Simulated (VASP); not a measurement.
# SnO2 (R3m) in VASP: a series of runs, part 2 of 2

VASP 6.6.1.

### 4 Single point, PBEsol (14.19 Å³/atom)

This run uses another cell than the first one, of 14.19 Å³/atom.

Contents of INCAR:

```
PREC     = Accurate       # precision mode
ENCUT    = 520            # plane-wave cutoff, eV
EDIFF    = 1E-6           # SCF threshold, eV
ISMEAR   = 0              # smearing method
SIGMA    = 0.05           # smearing width, eV
LREAL    = F              # projectors in reciprocal space
LASPH    = T              # aspherical terms in the spheres
NELM     = 80             # most SCF steps
ALGO     = Normal         # electronic algorithm
ISIF     = 2              # what is computed and relaxed
LWAVE    = F              # write WAVECAR
LCHARG   = F              # write CHGCAR
GGA      = PS             # functional
NBANDS   = 64             # bands
```

Contents of KPOINTS:

```
regular mesh
0
Gamma
  6 6 6
```

Contents of POSCAR:

```
SnO2
1.0
    3.2282269982      1.8638177264      4.7164396443
   -3.2282269982      1.8638177264      4.7164396443
    0.0000000000     -3.7276354528      4.7164396444
Sn O
4 8
Direct
    0.8646807174      0.8646807174      0.8646807174
    0.3648245829      0.3648245829      0.8648190111
    0.3648245829      0.8648190111      0.3648245829
    0.8648190111      0.3648245829      0.3648245829
    0.1235003534      0.6233501671      0.6233501671
    0.6233501671      0.1235003534      0.6233501671
    0.6233501671      0.6233501671      0.1235003534
    0.6062113146      0.6062113146      0.6062113146
    0.1234715296      0.1234715296      0.1234715296
    0.1060883083      0.1060883083      0.6062369573
    0.1060883083      0.6062369573      0.1060883083
    0.6062369573      0.1060883083      0.1060883083
```

Launch:

```console
> cat potpaw_PBE.64/Sn_d/POTCAR potpaw_PBE.64/O/POTCAR > POTCAR
> mpirun -np 1 vasp_std > vasp.out
```

It took 4.6 min on 1 thread of Intel Xeon Platinum 8488C (Sapphire Rapids), shared host; peak memory 0.46 GiB.

Results (log left out):

```
Free energy            : -77.0228 eV
Pressure               : -7.1 GPa
Largest force          : 0.863 eV/Å
Band gap on the k mesh : 1.71 eV
```

Forces on the atoms (eV/Å):
```
Sn   0.000  0.000  0.003
Sn   0.000  0.000 -0.001
Sn   0.000  0.000 -0.001
Sn   0.000  0.000 -0.001
O   -0.001 -0.001  0.861
O    0.001 -0.001  0.861
O    0.000  0.001  0.861
O    0.000  0.000 -0.863
O    0.000  0.000  0.859
O    0.000  0.001 -0.860
O    0.001 -0.001 -0.860
O   -0.001 -0.001 -0.860
```

Stress tensor (GPa, compression positive):
```
-6.84  0.00  0.00
 0.00 -6.84  0.00
 0.00  0.00 -7.54
```

Levels at points of the mesh, in eV from the valence-band top:
```tsv
k point	band 49	band 50	band 51	band 52	band 53	band 54	band 55	band 56
(0.00, 0.00, 0.00)	-0.03	-0.02	-0.02	-0.02	1.71	4.69	4.69	4.69
(0.50, 0.00, 0.00)	-0.36	-0.36	-0.04	-0.04	4.02	4.02	5.35	5.35
(0.50, 0.50, 0.00)	-0.50	-0.50	-0.08	-0.08	4.29	4.29	5.38	5.38
(0.50, 0.50, 0.50)	-0.69	-0.67	-0.67	-0.67	3.15	5.02	5.02	5.02
```

Caveat: the cell stands under tension; the PAW data sets were made with another functional, which shifts forces and pressure a little; spin-orbit coupling is left out, which moves the levels of the heavy elements. A k mesh can miss the band edges.

### 5 Single point, PBEsol (14.19 Å³/atom)

This run uses another cell than the first one, of 14.19 Å³/atom.

Contents of INCAR:

```
SYSTEM = SnO2
PREC = Accurate
ENCUT = 520
EDIFF = 1E-7
ISMEAR = 0
SIGMA = 0.05
LREAL = .FALSE.
LASPH = .TRUE.
NELM = 60
ALGO = Normal
ISIF = 2
LWAVE = .FALSE.
LCHARG = .FALSE.
GGA = PS
NBANDS = 64
```

Contents of KPOINTS:

```
Automatic mesh
0
G
  6 6 6
  0 0 0
```

POSCAR, as its differences from that of step 4:

```diff
@@ -2,5 +2,5 @@
 1.0
-    3.2282269982      1.8638177264      4.7164396443
-   -3.2282269982      1.8638177264      4.7164396443
-    0.0000000000     -3.7276354528      4.7164396444
+    3.3614649488      1.9407426931      4.3499597413
+   -3.3614649488      1.9407426931      4.3499597413
+    0.0000000000     -3.8814853860      4.3499597414
 Sn O
```

Potentials or basis: VASP PAW PBE potentials, release 64 (Sn_d, O).

Launch:

```console
> cat potpaw_PBE.64/Sn_d/POTCAR potpaw_PBE.64/O/POTCAR > POTCAR
> mpirun -np 1 vasp_std > vasp.out
```

OUTCAR:

```text
SYSTEM = SnO2
   PREC = Accurate
   ENCUT = 520
   EDIFF = 1E-7
   ISMEAR = 0
   LREAL = .FALSE.
   LASPH = .TRUE.
   NELM = 60
   ISIF = 2
   GGA = PS

 ion  position               nearest neighbor table
   1  0.865  0.865  0.865-  10 2.17  11 2.17  12 2.17   7 2.17   5 2.17   6 2.17   3 3.36   4 3.36
                             3 3.36   4 3.36   2 3.36   2 3.36
   2  0.365  0.365  0.865-   9 2.17  11 2.17  12 2.17   6 2.17   5 2.17   8 2.17   3 3.36   4 3.36
                             1 3.36   1 3.36   4 3.36   3 3.36
   3  0.365  0.865  0.365-   9 2.17  12 2.17  10 2.17   5 2.17   7 2.17   8 2.17   2 3.36   4 3.36
                             1 3.36   1 3.36   2 3.36   4 3.36
   4  0.865  0.365  0.365-   9 2.17  11 2.17  10 2.17   6 2.17   7 2.17   8 2.17   2 3.36   3 3.36
[... 1845 lines left out ...]
  volume of cell :      170.27
      direct lattice vectors                 reciprocal lattice vectors
     3.361464949  1.940742693  4.349959741     0.148744672  0.085877776  0.076629062
    -3.361464949  1.940742693  4.349959741    -0.148744672  0.085877776  0.076629062
     0.000000000 -3.881485386  4.349959741     0.000000000 -0.171755552  0.076629062

 POSITION                                       TOTAL-FORCE (eV/Angst)
 -----------------------------------------------------------------------------------
      0.00000      0.00000     11.28398         0.000000      0.000000      0.003298
      0.00000     -1.94072      6.93587         0.000000     -0.001078     -0.001144
     -1.68071      0.97036      6.93587        -0.000934      0.000539     -0.001144
      1.68071      0.97036      6.93587         0.000934      0.000539     -0.001144
     -1.68023     -0.97008      5.96032        -0.001114     -0.000643      0.530943
      1.68023     -0.97008      5.96032         0.001114     -0.000643      0.530943
      0.00000      1.94016      5.96032         0.000000      0.001286      0.530943
      0.00000      0.00000      7.91098         0.000000     -0.000000     -0.531228
      0.00000      0.00000      1.61129         0.000000      0.000000      0.530586
      0.00000     -1.94132      3.56007         0.000000      0.001259     -0.530684
     -1.68123      0.97066      3.56007         0.001090     -0.000630     -0.530684
      1.68123      0.97066      3.56007        -0.001090     -0.000630     -0.530684
 -----------------------------------------------------------------------------------
    total drift:                               -0.000000     -0.000000     -0.000166

  FREE ENERGIE OF THE ION-ELECTRON SYSTEM (eV)
  ---------------------------------------------------
  free  energy   TOTEN  =       -76.5456247732 eV

  energy  without entropy=      -76.5456247732  energy(sigma->0) =      -76.54562477
```

OSZICAR:

```text
N       E                     dE             d eps       ncg     rms          rms(c)
DAV:   1     0.155055467326E+04    0.15506E+04   -0.48724E+04  4800   0.245E+03
DAV:   2     0.251838656609E+03   -0.12987E+04   -0.12327E+04  4304   0.774E+02
DAV:   3    -0.592730044213E+02   -0.31111E+03   -0.30261E+03  4528   0.271E+02
DAV:   4    -0.860336780887E+02   -0.26761E+02   -0.26428E+02  5040   0.882E+01
DAV:   5    -0.868599715121E+02   -0.82629E+00   -0.82352E+00  4776   0.163E+01    0.191E+01
DAV:   6    -0.765571115657E+02    0.10303E+02   -0.37581E+01  6224   0.686E+01    0.758E+00
DAV:   7    -0.766670788644E+02   -0.10997E+00   -0.43568E+00  4600   0.861E+00    0.427E+00
DAV:   8    -0.765830234517E+02    0.84055E-01   -0.79464E-01  5632   0.480E+00    0.126E+00
DAV:   9    -0.765424761667E+02    0.40547E-01   -0.18351E-01  5816   0.356E+00    0.202E-01
DAV:  10    -0.765452656368E+02   -0.27895E-02   -0.19597E-02  5136   0.103E+00    0.122E-01
DAV:  11    -0.765455819465E+02   -0.31631E-03   -0.16328E-03  5960   0.305E-01    0.634E-02
DAV:  12    -0.765456282722E+02   -0.46326E-04   -0.15373E-04  4904   0.750E-02    0.350E-02
DAV:  13    -0.765456245404E+02    0.37318E-05   -0.97176E-05  6272   0.444E-02    0.616E-03
DAV:  14    -0.765456247235E+02   -0.18305E-06   -0.44636E-06  4688   0.108E-02    0.610E-03
DAV:  15    -0.765456245568E+02    0.16666E-06   -0.83084E-07  4200   0.452E-03    0.334E-03
DAV:  16    -0.765456246859E+02   -0.12908E-06   -0.24535E-07  3472   0.273E-03    0.127E-03
DAV:  17    -0.765456247732E+02   -0.87328E-07   -0.22916E-08  2656   0.134E-03
   1 F= -.76545625E+02 E0= -.76545625E+02  d E =-.572225E-13
```

Run time: 5.9 min. Hardware: 1 thread of Intel Xeon Platinum 8488C (Sapphire Rapids), shared host; peak memory 0.46 GiB.

What came out:

```yaml
Free_energy: -76.5456 eV
Pressure: -13.1 GPa
Largest_force: 0.531 eV/Å
Band_gap_on_the_k_mesh: 0.82 eV
```

Forces in eV/Å, atoms in the order of the input:
```
Sn   0.000  0.000  0.003
Sn   0.000 -0.001 -0.001
Sn  -0.001  0.001 -0.001
Sn   0.001  0.001 -0.001
O   -0.001 -0.001  0.531
O    0.001 -0.001  0.531
O    0.000  0.001  0.531
O    0.000  0.000 -0.531
O    0.000  0.000  0.531
O    0.000  0.001 -0.531
O    0.001 -0.001 -0.531
O   -0.001 -0.001 -0.531
```

Caveat: the cell stands under tension; the PAW data sets were made with another functional, which shifts forces and pressure a little; spin-orbit coupling is left out, which moves the levels of the heavy elements.

### 6 Single point, PBEsol (14.71 Å³/atom)

This run uses another cell than the first one, of 14.71 Å³/atom.

INCAR, as its differences from that of step 5:

```diff
@@ -12,4 +12,6 @@
 LWAVE = .FALSE.
-LCHARG = .FALSE.
+LCHARG = .TRUE.
 GGA = PS
+LELF = .TRUE.
+LVHAR = .TRUE.
 NBANDS = 64
```

KPOINTS is that of step 5.

POSCAR, as its differences from that of step 5:

```diff
@@ -2,5 +2,5 @@
 1.0
-    3.3614649488      1.9407426931      4.3499597413
-   -3.3614649488      1.9407426931      4.3499597413
-    0.0000000000     -3.8814853860      4.3499597414
+    3.1381168825      1.8117926269      5.1762191938
+   -3.1381168825      1.8117926269      5.1762191938
+    0.0000000000     -3.6235852537      5.1762191939
 Sn O
```

Potentials or basis: VASP PAW PBE potentials, release 64 (Sn_d, O).

Launch:

```console
> cat potpaw_PBE.64/Sn_d/POTCAR potpaw_PBE.64/O/POTCAR > POTCAR
> mpirun -np 1 vasp_std > vasp.out
```

OUTCAR:

```text
SYSTEM = SnO2
   PREC = Accurate
   ENCUT = 520
   EDIFF = 1E-7
   ISMEAR = 0
   LREAL = .FALSE.
   LASPH = .TRUE.
   NELM = 60
   ISIF = 2
   GGA = PS

 ion  position               nearest neighbor table
   1  0.865  0.865  0.865-   7 2.15   6 2.15   5 2.15  10 2.15  11 2.15  12 2.15   2 3.14   2 3.14
                             3 3.14   4 3.14   3 3.14   4 3.14
   2  0.365  0.365  0.865-  11 2.15  12 2.15   9 2.15   8 2.15   5 2.15   6 2.15   3 3.14   4 3.14
                             1 3.14   1 3.14   4 3.14   3 3.14
   3  0.365  0.865  0.365-  12 2.15  10 2.15   9 2.15   8 2.15   5 2.15   7 2.15   4 3.14   2 3.14
                             1 3.14   1 3.14   4 3.14   2 3.14
   4  0.865  0.365  0.365-  11 2.15  10 2.15   9 2.15   8 2.15   6 2.15   7 2.15   3 3.14   2 3.14
                             1 3.14   1 3.14   3 3.14   2 3.14
   5  0.124  0.623  0.623-   1 2.15   3 2.15   2 2.15
   6  0.623  0.124  0.623-   1 2.15   4 2.15   2 2.15
   7  0.623  0.623  0.124-   1 2.15   3 2.15   4 2.15
   8  0.606  0.606  0.606-   2 2.15   3 2.15   4 2.15
   9  0.123  0.123  0.123-   2 2.15   3 2.15   4 2.15
  10  0.106  0.106  0.606-   3 2.15   4 2.15   1 2.15
  11  0.106  0.606  0.106-   4 2.15   2 2.15   1 2.15
[... 1824 lines left out ...]

  FORCE on cell =-STRESS in cart. coord.  units (eV):
  Direction    XX          YY          ZZ          XY          YZ          ZX
  --------------------------------------------------------------------------------------
  -------------------------------------------------------------------------------------
  Total       -1.2491894     -1.2491894    -16.1214721      0.0000000     -0.0000000      0.0000000
  in kB      -11.3343697    -11.3343697   -146.2762329      0.0000000     -0.0000000      0.0000000
  external PRESSURE =     -56.3149908 kB  Pullay stress =       0.0000000 kB

 VOLUME and BASIS-vectors are now :
 -----------------------------------------------------------------------------
  energy-cutoff  :      520.00
  volume of cell :      176.58
      direct lattice vectors                 reciprocal lattice vectors
     3.138116882  1.811792627  5.176219194     0.159331223  0.091989924  0.064397067
    -3.138116882  1.811792627  5.176219194    -0.159331223  0.091989924  0.064397067
     0.000000000 -3.623585254  5.176219194     0.000000000 -0.183979849  0.064397067

 POSITION                                       TOTAL-FORCE (eV/Angst)
 -----------------------------------------------------------------------------------
      0.00000      0.00000     13.42733        -0.000000      0.000000      0.003198
      0.00000     -1.81177      8.25332        -0.000000      0.000560     -0.001285
     -1.56904      0.90589      8.25332         0.000485     -0.000280     -0.001285
      1.56904      0.90589      8.25332        -0.000485     -0.000280     -0.001285
     -1.56859     -0.90562      7.09246        -0.000946     -0.000546      1.690232
      1.56859     -0.90562      7.09246         0.000946     -0.000546      1.690232
      0.00000      1.81125      7.09246        -0.000000      0.001092      1.690232
      0.00000      0.00000      9.41365        -0.000000     -0.000000     -1.692426
      0.00000      0.00000      1.91735        -0.000000      0.000000      1.685979
      0.00000     -1.81233      4.23629        -0.000000      0.001033     -1.687864
     -1.56952      0.90617      4.23629         0.000895     -0.000517     -1.687864
      1.56952      0.90617      4.23629        -0.000895     -0.000517     -1.687864
 -----------------------------------------------------------------------------------
    total drift:                                0.000000      0.000000     -0.000218

  FREE ENERGIE OF THE ION-ELECTRON SYSTEM (eV)
  ---------------------------------------------------
  free  energy   TOTEN  =       -76.1828637776 eV

  energy  without entropy=      -76.1828637776  energy(sigma->0) =      -76.18286378
```

It took 5 min on 1 thread of AMD EPYC 9R45 (Zen 5), shared host; peak memory 0.44 GiB.

Results:

| Property | Result |
| --- | --- |
| Free energy | -76.1829 eV |
| Pressure | -5.6 GPa |
| Largest force | 1.692 eV/Å |
| Band gap on the k mesh | 2.21 eV |

Forces on the atoms (eV/Å):
```
Sn   0.000  0.000  0.003
Sn   0.000  0.001 -0.001
Sn   0.000  0.000 -0.001
Sn   0.000  0.000 -0.001
O   -0.001 -0.001  1.690
O    0.001 -0.001  1.690
O    0.000  0.001  1.690
O    0.000  0.000 -1.692
O    0.000  0.000  1.686
O    0.000  0.001 -1.688
O    0.001 -0.001 -1.688
O   -0.001 -0.001 -1.688
```

Stress tensor (GPa, compression positive):
```
 -1.13   0.00   0.00
  0.00  -1.13   0.00
  0.00   0.00 -14.63
```

Levels at points of the mesh, in eV from the valence-band top:
```
           k point  band 48  band 49  band 50  band 51  band 52  band 53  band 54  band 55  band 56  band 57
(0.00, 0.00, 0.00)    -0.30    -0.14    -0.01    -0.01    -0.01     2.21     4.85     4.85     4.85     5.80
(0.50, 0.00, 0.00)    -0.31    -0.28    -0.28    -0.09    -0.09     4.29     4.30     5.43     5.43     7.34
(0.50, 0.50, 0.00)    -0.51    -0.33    -0.33    -0.05    -0.05     4.47     4.47     5.51     5.51     7.69
(0.50, 0.50, 0.50)    -0.39    -0.39    -0.39    -0.36    -0.36     3.26     5.11     5.11     5.11     5.65
```

Caveat: the cell stands under tension; the PAW data sets were made with another functional, which shifts forces and pressure a little; spin-orbit coupling is left out, which moves the levels of the heavy elements. A k mesh can miss the band edges.

### 7 Overview

| cell | gap on the mesh (eV) | pressure (GPa) | largest force (eV/Å) |
| --- | --- | --- | --- |
| a = 5.527 Å, angles 70.4°, 12 atoms | 1.98 | 12.8 | 1.10 |
| a = 5.699 Å, angles 65.0°, 12 atoms | 2.80 | 23.4 | 1.09 |
| a = 6.012 Å, angles 65.0°, 12 atoms | 1.71 | -7.1 | 0.86 |
| a = 5.830 Å, angles 70.4°, 12 atoms | 0.82 | -13.1 | 0.53 |
| a = 6.319 Å, angles 59.6°, 12 atoms | 2.21 | -5.6 | 1.69 |

Alike in all rows: task single point; level PBEsol; potentials or basis VASP PAW PBE potentials, release 64 (Sn_d, O); no spin polarisation; k mesh 6 × 6 × 6; cutoff (eV) 520; smearing gaussian 0.05 eV.

Caveats: the PAW data sets were made with another functional, which shifts forces and pressure a little; spin-orbit coupling is left out, which moves the levels of the heavy elements; the cell stands under tension (at least some runs); the cell stands under pressure (at least some runs).

Total energies depend on the potentials used, so only differences within one code and one set of settings carry meaning.
